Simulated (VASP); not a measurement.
# Al: relaxation of the atoms with PBE

Al, a slab with vacuum:

```xyz
13
Lattice="5.7143 0.0000 0.0000 -2.8572 4.9487 0.0000 0.0000 0.0000 20.1016" Properties=species:S:1:pos:R:3 pbc="T T T"
Al    1.4286    0.8248    4.0000
Al    0.0000    3.2992    4.0000
Al    4.2857    0.8248    4.0000
Al    2.8572    3.2992    4.0000
Al    0.0000    1.6496    6.3009
Al   -1.4286    4.1239    6.3009
Al    2.8572    1.6496    6.3009
Al    1.4286    4.1239    6.3009
Al    0.0000    0.0000    8.6016
Al   -1.4286    2.4744    8.6016
Al    2.8572    0.0000    8.6016
Al    1.4286    2.4744    8.6016
Al    0.0000    1.6496   10.4911
```

```
Program                   : VASP 6.6.1
Task                      : relaxation of the atoms
Functional                : PBE
Potentials or basis       : VASP PAW PBE potentials, release 64 (Al)
Cutoff                    : 450 eV
k mesh                    : 6 × 6 × 1
Occupations               : gaussian, width 0.1 eV
Spin                      : no spin polarisation
Dipole correction         : yes
Atoms held fixed (from 0) : [0, 1, 2, 3, 4, 5, 6, 7, 8, 9, 10, 11, 12]
Further INCAR settings    : ALGO = Normal; EDIFF = 1e-07; NELMDL = -8; IBRION = 2; EDIFFG = -0.025; NSW = 36
```

```json
{"Energy gained by relaxing": "17.6 meV/atom", "Ionic steps": "4", "Band gap on the k mesh": "zero (an odd number of electrons rules out a gap without spin polarisation)"}
```

The path:
| step | energy change (eV) | largest force on free atoms (eV/Å) | pressure (GPa) |
| --- | --- | --- | --- |
| 1 | 0.0000 | 1.8158 | 0.18 |
| 2 | -0.1281 | 1.1286 | -0.03 |
| 3 | -0.2279 | 0.0628 | -0.39 |
| 4 | -0.2283 | 0.0125 | -0.37 |

Final structure:
```
CELL_PARAMETERS angstrom
5.71430 0.00000 0.00000
-2.85715 4.94873 0.00000
0.00000 0.00000 20.10164
ATOMIC_POSITIONS crystal
Al 0.33333 0.16667 0.19899
Al 0.33333 0.66667 0.19899
Al 0.83333 0.16667 0.19899
Al 0.83333 0.66667 0.19899
Al 0.16667 0.33333 0.31345
Al 0.16667 0.83333 0.31345
Al 0.66667 0.33333 0.31345
Al 0.66667 0.83333 0.31345
Al 0.00000 0.00000 0.42791
Al 0.00000 0.50000 0.42791
Al 0.50000 0.00000 0.42791
Al 0.50000 0.50000 0.42791
Al 0.16667 0.33333 0.53589
```

Levels at points of the mesh, in eV from the Fermi level:
| k point | band 17 | band 18 | band 19 | band 20 | band 21 | band 22 |
| --- | --- | --- | --- | --- | --- | --- |
| (0.00, 0.00, 0.00) | -1.86 | -0.89 | -0.89 | -0.48 | -0.34 | -0.16 |
| (0.50, 0.00, 0.00) | -0.49 | -0.39 | -0.19 | 0.45 | 0.75 | 0.92 |

It took 7.7 min on 1 thread of Intel(R) Xeon(R) Platinum 8259CL CPU @ 2.50GHz (Skylake/Cascade Lake), on a shared host, peak memory 0.53 GiB.
